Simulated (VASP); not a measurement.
Wanted: the native input for a VASP 6.6.1 run.

| Quantity | Value |
| --- | --- |
| Task | relaxation of cell and atoms |
| Functional | PBEsol |
| Potentials or basis | VASP PAW PBE potentials, release 64 (Na_pv, Tl_d, Ga_d, F) |
| Cutoff | 600 eV |
| k mesh | 6 × 6 × 6 |
| Occupations | gaussian, width 0.02 eV |
| Spin | no spin polarisation |
| Dipole correction | no |
| Further INCAR settings | ALGO = Normal; EDIFF = 1e-06; IBRION = 2; EDIFFG = -0.005; NSW = 100; ISIF = 3 |

The structure of Na2TlGaF6 lies in POSCAR:

```
Na2TlGaF6
1.0
    0.0000000000      4.4962200000      4.4962200000
    4.4962200000      0.0000000000      4.4962200000
    4.4962200000      4.4962200000      0.0000000000
Na Tl Ga F
2 1 1 6
Direct
    0.7500000000      0.7500000000      0.7500000000
    0.2500000000      0.2500000000      0.2500000000
    0.5000000000      0.5000000000      0.5000000000
    0.0000000000      0.0000000000      0.0000000000
    0.7865140000      0.2134860000      0.2134860000
    0.2134860000      0.2134860000      0.7865140000
    0.2134860000      0.7865140000      0.7865140000
    0.2134860000      0.7865140000      0.2134860000
    0.7865140000      0.2134860000      0.7865140000
    0.7865140000      0.7865140000      0.2134860000
```

One way to write it, as run:

INCAR

```
SYSTEM = Na2TlGaF6
ALGO = Normal ; EDIFF = 1E-6
EDIFFG = -0.005 ; ENCUT = 600
GGA = PS ; IBRION = 2
ISIF = 3 ; ISMEAR = 0
LASPH = .True. ; LCHARG = .False.
LREAL = .False. ; LWAVE = .False.
NELM = 100 ; NSW = 100
PREC = Accurate ; SIGMA = 0.02
```

KPOINTS

```
k-points
0
Gamma
  6 6 6
  0 0 0
```

Potentials or basis: VASP PAW PBE potentials, release 64 (Na_pv, Tl_d, Ga_d, F).

Launch:

```sh
$ cat potpaw_PBE.64/Na_pv/POTCAR potpaw_PBE.64/Tl_d/POTCAR potpaw_PBE.64/Ga_d/POTCAR potpaw_PBE.64/F/POTCAR > POTCAR
$ mpirun -np 1 vasp_std > vasp.out
```

Results of the run:

```json
{
  "Relaxed volume": "17.28 Å³/atom",
  "Relaxed cell": "a = 6.252 Å, b = 6.252 Å, c = 6.252 Å, α = 60.00°, β = 60.00°, γ = 60.00°",
  "Space group after relaxing (to 0.05 Å)": "Fm-3m (No. 225)",
  "Energy gained by relaxing": "6.0 meV/atom",
  "Ionic steps": "6",
  "Pressure after relaxing": "0.0 GPa",
  "Band gap on the k mesh": "3.35 eV, indirect (least direct gap 3.84 eV)"
}
```

Caveat: the PAW data sets were made with another functional, which shifts forces and pressure a little; spin-orbit coupling is left out, which moves the levels of the heavy elements.

Wall time 23 min on 1 thread of AMD EPYC 7R43 64-Core Processor (Zen 3), on a shared host, peak memory 0.48 GiB.
